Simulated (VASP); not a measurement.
Set up this calculation in VASP 6.6.1, as the native input.

| Property | Result |
| --- | --- |
| Task | single point |
| Functional | PBE |
| Potentials or basis | VASP PAW PBE potentials, release 64 (W_sv, Ge_d) |
| Cutoff | 520 eV |
| k mesh | 13 × 13 × 13 |
| Occupations | fermi-dirac, width 0.05 eV |
| Spin | no spin polarisation |
| Dipole correction | no |
| Further INCAR settings | ALGO = Normal; EDIFF = 1e-06; NBANDS = 21 |

The structure of GeW (zincblende type) lies in POSCAR:

```
GeW
1.0
    0.0000000000      2.2383605022      2.2383605022
    2.2383605022      0.0000000000      2.2383605022
    2.2383605022      2.2383605022      0.0000000000
W Ge
1 1
Direct
    0.0000000000      0.0000000000      0.0000000000
    0.2500000000      0.2500000000      0.2500000000
```

One way to write it, as run:

INCAR

```
SYSTEM = GeW
PREC = Accurate ; ENCUT = 520
EDIFF = 1E-6 ; ISMEAR = -1
SIGMA = 0.05 ; LREAL = .False.
LASPH = .True. ; NELM = 60
ALGO = Normal ; ISIF = 2
LWAVE = .False. ; LCHARG = .True.
GGA = PE ; LELF = .True.
LVHAR = .True. ; NBANDS = 21
```

KPOINTS

```
regular mesh
0
Gamma
  13 13 13
  0 0 0
```

Potentials or basis: VASP PAW PBE potentials, release 64 (W_sv, Ge_d).

Command:

```console
$ cat potpaw_PBE.64/W_sv/POTCAR potpaw_PBE.64/Ge_d/POTCAR > POTCAR
$ mpirun -np 1 vasp_std > vasp.out
```

It gave:

The pressure is 357.6 GPa and the band gap on the k mesh is zero (bands 14 and 15 overlap by 1.56 eV).

Caveat: the cell stands under pressure; spin-orbit coupling is left out, which moves the levels of the heavy elements.

It took 32 s on 1 thread of AMD EPYC 7R13 Processor (Zen 3), on a shared host, peak memory 0.14 GiB.
